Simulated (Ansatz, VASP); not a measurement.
**Al: VASP beside Ansatz**

```xyz
4
Lattice="2.8138 0.0000 0.0000 -1.4069 2.4368 0.0000 0.0000 0.0000 8.8045" Properties=species:S:1:pos:R:3 pbc="T T T"
Al    0.0000    0.0000    0.0000
Al    0.0000    1.6245    2.2011
Al    0.0000    0.0000    4.4023
Al    1.4069    0.8123    6.6034
```

Alike in both runs: task single point; functional PBE; dispersion D3(BJ); k mesh 18 × 18 × 6; occupations gaussian, width 0.15 eV; no spin polarisation.

|  | VASP | Ansatz |
| --- | --- | --- |
| version | VASP 6.6.1 | Ansatz 0.2.0 |
| potentials or method | VASP PAW PBE potentials, release 64 (Al), cutoff 520 eV | scalar-relativistic, plane waves, PAW |
| valence electrons in the cell | 12 | 12 |

```csv
,VASP,Ansatz,Ansatz less VASP
gap on the k mesh at the Fermi level (eV),none,none,-
pressure (GPa),4.9,4.9,+0.03
"traceless stress, the component that is largest in VASP (GPa)",3.42,3.42,-0.003
```

A gap of «none» marks a metal or a gap that the smearing closes.
